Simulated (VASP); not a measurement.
# Fe (I4/mmm) in VASP: further runs, part 2 of 2

VASP 6.6.1.

### Step 4. Single point, PBE, collinear spin, ferromagnetic start (volume 12.259 Å^3 an atom, c/a of the conventional cell 0.9280)

Contents of INCAR:

```
PREC = Accurate
ENCUT = 600
EDIFF = 1E-6
ISMEAR = 0
SIGMA = 0.15
LREAL = False
LASPH = True
NELM = 200
ALGO = Normal
ISIF = 2
LWAVE = False
LCHARG = True
ISPIN = 2
MAGMOM = 2.44
LORBIT = 11
LMAXMIX = 4
GGA = PE
LELF = True
LVHAR = True
NBANDS = 18
GGA_COMPAT = False
```

Contents of KPOINTS:

```
Automatic mesh
0
Gamma
  12 12 12
```

Contents of POSCAR:

```
Fe
1.0
   -1.4891862781      1.4891862781      1.3819648661
    1.4891862781     -1.4891862781      1.3819648661
    1.4891862781      1.4891862781     -1.3819648661
Fe
1
Direct
    0.0000000000      0.0000000000      0.0000000000
```

Potentials or basis: VASP PAW PBE potentials, release 64 (Fe_sv).

Launch:

```console
$ cat potpaw_PBE.64/Fe_sv/POTCAR > POTCAR
$ mpirun -np 1 vasp_std > vasp.out
```

OUTCAR:

```text
PREC = Accurate
   ENCUT = 600
   EDIFF = 1E-6
   ISMEAR = 0
   LREAL = False
   LASPH = True
   NELM = 200
   ISIF = 2
   ISPIN = 2
   LORBIT = 11
   GGA = PE

 ion  position               nearest neighbor table
   1  0.000  0.000  0.000-

  LATTYP: Found a body centered tetragonal cell.
 ALAT       =     2.9783725562
 C/A-ratio  =     0.9280000000

  Lattice vectors:

 A1 = (  -1.4891862781,   1.4891862781,   1.3819648661)
 A2 = (   1.4891862781,  -1.4891862781,   1.3819648661)
 A3 = (   1.4891862781,   1.4891862781,  -1.3819648661)

Analysis of symmetry for initial positions (statically):
=====================================================================
 Subroutine PRICEL returns:
 Original cell was already a primitive cell.

 Routine SETGRP: Setting up the symmetry group for a
 body centered tetragonal supercell.

 Subroutine GETGRP returns: Found 16 space group operations
 (whereof 16 operations were pure point group operations)
 out of a pool of 16 trial point group operations.

The static configuration has the point symmetry D_4h.

Analysis of symmetry for dynamics (positions and initial velocities):
=====================================================================
 Subroutine PRICEL returns:
 Original cell was already a primitive cell.

 Routine SETGRP: Setting up the symmetry group for a
 body centered tetragonal supercell.

 Subroutine GETGRP returns: Found 16 space group operations
 (whereof 16 operations were pure point group operations)
 out of a pool of 16 trial point group operations.

The dynamic configuration has the point symmetry D_4h.

Analysis of structural, dynamic, and magnetic symmetry:
=====================================================================
 Subroutine PRICEL returns:
 Original cell was already a primitive cell.

 Routine SETGRP: Setting up the symmetry group for a
 body centered tetragonal supercell.

 Subroutine GETGRP returns: Found 16 space group operations
 (whereof 16 operations were pure point group operations)
 out of a pool of 16 trial point group operations.

The overall configuration has the point symmetry D_4h.

 Subroutine INISYM returns: Found 16 space group operations
 (whereof 16 operations are pure point group operations),
 and found     1 'primitive' translations

----------------------------------------------------------------------------------------

                                     Primitive cell

  volume of cell :      12.2590

  direct lattice vectors                    reciprocal lattice vectors
    -1.489186278  1.489186278  1.381964866     0.000000000  0.335753832  0.361803699
     1.489186278 -1.489186278  1.381964866     0.335753832  0.000000000  0.361803699
     1.489186278  1.489186278 -1.381964866     0.335753832  0.335753832  0.000000000

  length of vectors
     2.518963762  2.518963762  2.518963762     0.493591483  0.493591483  0.474827623

  position of ions in fractional coordinates (direct lattice)
     0.000000000  0.000000000  0.000000000

  ion indices of the primitive-cell ions
   primitive index   ion index
                 1           1

----------------------------------------------------------------------------------------

 KPOINTS: Automatic mesh

Automatic generation of k-mesh.
 Grid dimensions read from file:
 generate k-points for:   12   12   12

 Generating k-lattice:

  Cartesian coordinates                     Fractional coordinates (reciprocal lattice)
     0.000000000  0.027979486  0.030150308     0.083333333 -0.000000000  0.000000000
     0.027979486  0.000000000  0.030150308    -0.000000000  0.083333333  0.000000000
     0.027979486  0.027979486  0.000000000     0.000000000  0.000000000  0.083333333

  Length of vectors
     0.041132624  0.041132624  0.039568969

  Shift w.r.t. Gamma in fractional coordinates (k-lattice)
     0.000000000  0.000000000  0.000000000

 Subroutine IBZKPT returns following result:
 ===========================================

 Found    163 irreducible k-points:

 Following reciprocal coordinates:
            Coordinates               Weight
  0.000000  0.000000  0.000000      1.000000
  0.083333  0.000000  0.000000      8.000000
  0.166667  0.000000  0.000000      8.000000
  0.250000  0.000000  0.000000      8.000000
  0.333333 -0.000000  0.000000      8.000000
  0.416667 -0.000000  0.000000      8.000000
[... 16 lines left out ...]
  0.500000  0.166667  0.000000     16.000000
 -0.416667  0.166667 -0.000000     16.000000
 [... further k-points ...]
   k-points           NKPTS =    163   k-points in BZ     NKDIM =    163   number of bands    NBANDS=     18
   number of dos      NEDOS =    301   number of ions     NIONS =      1
   total plane-waves  NPLWV =   8000
   dimension x,y,z NGX =    20 NGY =   20 NGZ =   20
   dimension x,y,z NGXF=    40 NGYF=   40 NGZF=   40
   ions per type =               1
   NGX,Y,Z   is equivalent  to a cutoff of  13.20, 13.20, 13.20 a.u.
   NGXF,Y,Z  is equivalent  to a cutoff of  26.40, 26.40, 26.40 a.u.
 SYSTEM =  unknown system
   PREC   = accura    normal or accurate (medium, high low for compatibility)
   ISTART =      0    job   : 0-new  1-cont  2-samecut
   ICHARG =      2    charge: 1-file 2-atom 10-const
   ISPIN  =      2    spin polarized calculation?
   LNONCOLLINEAR =      F non collinear calculations
   LSORBIT =      F    spin-orbit coupling
   LASPH  =      T    aspherical Exc in radial PAW
   ENCUT  =  600.0 eV  44.10 Ry    6.64 a.u.   5.03  5.03  5.03*2*pi/ulx,y,z
   NELM   =    200;   NELMIN=  2; NELMDL= -5     # of ELM steps
   EDIFF  = 0.1E-05   stopping-criterion for ELM
   LREAL  =      F    real-space projection
[... 7 lines left out ...]
   TEBEG  =    0.0;   TEEND  =   0.0 temperature during run
   PSTRESS=    0.0 pullay stress
   NELECT =      16.0000    total number of electrons
   NUPDOWN=      -1.0000    fix difference up-down
   EMIN   =  10.00;   EMAX   =-10.00  energy-range for DOS
   EFERMI =   0.00;   METHOD = LEGACY
   ISMEAR =     0;   SIGMA  =   0.15  broadening in eV -4-tet -1-fermi 0-gaus
   EFERMI_NEDOS =   21; number of points for ismear=-14 and -15
   IALGO  =     38    algorithm
   IMIX   =      4    mixing-type and parameters
     AMIX     =   0.40;   BMIX     =  1.00
     AMIX_MAG =   1.60;   BMIX_MAG =  1.00
  volume/ion in A,a.u.               =      12.26        82.73
  Fermi-wavevector in a.u.,A,eV,Ry     =   1.789080  3.380871 43.549636  3.200808
  Thomas-Fermi vector in A             =   2.852127
   LORBIT       =     11    0 simple, 1 ext, 2 COOP (PROOUT), +10 PAW based schemes
   GGA     = PE    functional components
   LHFCALC =     F    Hartree Fock is set to
   AEXX    =    0.0000 exact exchange contribution
   IVDW    =     0    specifies the selected vdW correction
   LEPSILON=     F    determine dielectric tensor
   LRPA    =     F    only Hartree local field effects (RPA)
 spin polarized calculation
 Gauss-broadening in eV      SIGMA  =   0.15
  energy-cutoff  :      600.00
  volume of cell :       12.26
 maximum number of plane-waves:       426
   NGX =  9   NGY =  9   NGZ =  9

 number of electron      15.9999989 magnetization       2.3900362

 Free energy of the ion-electron system (eV)
  ---------------------------------------------------
  ext. energy  EPLUGINS =         0.00000000
  ---------------------------------------------------
  free energy    TOTEN  =        -8.31067001 eV

  energy without entropy =       -8.29935541  energy(sigma->0) =       -8.30501271

 E-fermi :  10.9316     XC(G=0): -13.2504

 val. band max:       10.9312476777   @ k =  -0.1667   0.1667   0.0833
 cond. band min:      10.9328409166   @ k =   0.4167  -0.0000   0.0000
 fundamental gap:      0.0015932389
 Fermi energy:        10.9316445711

 spin component 1

 k-point     1 :       0.0000    0.0000    0.0000
  band No.  band energies     occupation
      1     -77.1391      1.00000
      2     -42.9817      1.00000
      3     -42.9817      1.00000
      4     -42.9774      1.00000
      5       2.8454      1.00000
      6       8.4914      1.00000
[... 493 lines left out ...]
     17      46.5091      0.00000
     18      48.3010      0.00000

 [... further k-points ...]

 spin component 2

 k-point     1 :       0.0000    0.0000    0.0000
  band No.  band energies     occupation
      1     -74.2636      1.00000
      2     -40.1594      1.00000
      3     -40.1594      1.00000
      4     -40.1550      1.00000
      5       3.0070      1.00000
      6      10.5110      0.99996
[... 493 lines left out ...]
     17      46.8521      0.00000
     18      48.8830      0.00000

 [... further k-points ...]
[... 5 lines left out ...]
  --------------------------------------------------------------------------------------
  -------------------------------------------------------------------------------------
  Total       -1.2135796     -1.2135796     -0.6431223      0.0000000     -0.0000000      0.0000000
  in kB     -158.6075262   -158.6075262    -84.0522001      0.0000000     -0.0000000      0.0000000
  external PRESSURE =    -133.7557508 kB  Pullay stress =       0.0000000 kB

 VOLUME and BASIS-vectors are now :
 -----------------------------------------------------------------------------
  energy-cutoff  :      600.00
  volume of cell :       12.26
      direct lattice vectors                 reciprocal lattice vectors
    -1.489186278  1.489186278  1.381964866     0.000000000  0.335753832  0.361803699
     1.489186278 -1.489186278  1.381964866     0.335753832  0.000000000  0.361803699
     1.489186278  1.489186278 -1.381964866     0.335753832  0.335753832  0.000000000

 POSITION                                       TOTAL-FORCE (eV/Angst)
 -----------------------------------------------------------------------------------
      0.00000      0.00000      0.00000         0.000000      0.000000      0.000000
 -----------------------------------------------------------------------------------
    total drift:                                0.000000     -0.000000     -0.000000

  FREE ENERGIE OF THE ION-ELECTRON SYSTEM (eV)
  ---------------------------------------------------
  free  energy   TOTEN  =        -8.3106700136 eV

  energy  without entropy=       -8.2993554066  energy(sigma->0) =       -8.30501271

 total charge

# of ion       s       p       d       tot
------------------------------------------
    1        2.175   6.023   5.508  13.706

 magnetization (x)

# of ion       s       p       d       tot
------------------------------------------
    1       -0.001  -0.007   2.403   2.394
```

OSZICAR:

```text
N       E                     dE             d eps       ncg     rms          rms(c)
DAV:   1     0.211686754750E+03    0.21169E+03   -0.94374E+03 12252   0.138E+03
DAV:   2    -0.554322253751E+00   -0.21224E+03   -0.19678E+03 11862   0.425E+02
DAV:   3    -0.930607671161E+01   -0.87518E+01   -0.86396E+01 13944   0.104E+02
DAV:   4    -0.942447404328E+01   -0.11840E+00   -0.11837E+00 13702   0.124E+01
DAV:   5    -0.942726638851E+01   -0.27923E-02   -0.27923E-02 13716   0.197E+00    0.114E+01
DAV:   6    -0.853254141388E+01    0.89472E+00   -0.33715E+00 13086   0.506E+01    0.126E+01
DAV:   7    -0.831721950719E+01    0.21532E+00   -0.62236E-01 13194   0.203E+01    0.475E+00
DAV:   8    -0.831448789877E+01    0.27316E-02   -0.12908E-02 13728   0.155E+00    0.159E+00
DAV:   9    -0.831063235527E+01    0.38555E-02   -0.60903E-03 15452   0.126E+00    0.484E-01
DAV:  10    -0.831063148490E+01    0.87037E-06   -0.92304E-04 14188   0.659E-01    0.149E-01
DAV:  11    -0.831066656250E+01   -0.35078E-04   -0.62792E-05 16670   0.142E-01    0.371E-02
DAV:  12    -0.831066979139E+01   -0.32289E-05   -0.18906E-05 12372   0.501E-02    0.117E-02
DAV:  13    -0.831067001362E+01   -0.22223E-06   -0.12406E-06 11520   0.197E-02
   1 F= -.83106700E+01 E0= -.83050127E+01  d E =-.113146E-01  mag=     2.3898
```

Wall time 83 s (1 thread of AMD EPYC 9R45 (Zen 5), shared host); peak memory 0.14 GiB.

Results:

| Quantity | Value |
| --- | --- |
| Free energy | -8.3107 eV |
| Pressure | -13.4 GPa |
| Net moment | 2.39 μB per cell |
| Site moments | Fe +2.39 μB |
| Valence electrons inside the program's atomic spheres | Fe 13.71 |

Levels at points of the mesh, in eV from the Fermi level:
Spin up:
```
           k point  band 6  band 7  band 8  band 9  band 10  band 11  band 12  band 13
(0.00, 0.00, 0.00)   -2.44   -2.08   -2.08   -1.33    -0.96    23.11    23.11    24.96
(0.50, 0.00, 0.00)   -3.33   -1.14   -0.68    0.20     0.65     6.92    16.96    18.15
(0.50, 0.50, 0.00)   -2.86   -1.33   -1.10    0.06     0.12     6.14    18.57    20.41
(0.50, 0.50, 0.50)   -4.40   -0.10   -0.10    0.06     8.37     8.37    11.19    14.10
```
Spin down:
| k point | band 3 | band 4 | band 5 | band 6 | band 7 | band 8 | band 9 | band 10 | band 11 | band 12 |
| --- | --- | --- | --- | --- | --- | --- | --- | --- | --- | --- |
| (0.00, 0.00, 0.00) | -51.09 | -51.09 | -7.92 | -0.42 | 0.13 | 0.13 | 1.45 | 2.05 | 22.88 | 22.88 |
| (0.50, 0.00, 0.00) | -51.22 | -51.10 | -3.19 | -1.45 | 0.74 | 1.72 | 2.19 | 2.65 | 8.41 | 17.01 |
| (0.50, 0.50, 0.00) | -51.19 | -51.08 | -3.27 | -0.84 | 0.12 | 1.26 | 1.91 | 2.64 | 7.66 | 18.49 |
| (0.50, 0.50, 0.50) | -51.36 | -51.31 | -2.61 | -2.48 | 2.38 | 2.38 | 2.42 | 8.65 | 8.65 | 11.49 |

### Step 5. The runs side by side

| potentials or basis | cell | cutoff (eV) | second run | gap on the mesh (eV) | pressure (GPa) | moment (μB) |
| --- | --- | --- | --- | --- | --- | --- |
| VASP PAW PBE potentials, release 64 (Fe) | a = 2.455 Å, angles 107.5, 107.5, 113.5°, 1 atom | 520 | - | none | 0.7 | 2.20 |
| VASP PAW PBE potentials, release 64 (Fe) | a = 2.481 Å, angles 116.0, 116.0, 97.0°, 1 atom | 520 | - | none | 3.4 | 2.25 |
| VASP PAW PBE potentials, release 64 (Fe_sv) | a = 2.519 Å, angles 107.5, 107.5, 113.5°, 1 atom | 600 | valence_matched | none | -13.4 | 2.39 |

Alike in all rows: task single point; level PBE; spin collinear, ferromagnetic start; k mesh 12 × 12 × 12; smearing gaussian 0.15 eV.

Absolute energies hang on the potentials; compare differences alone.
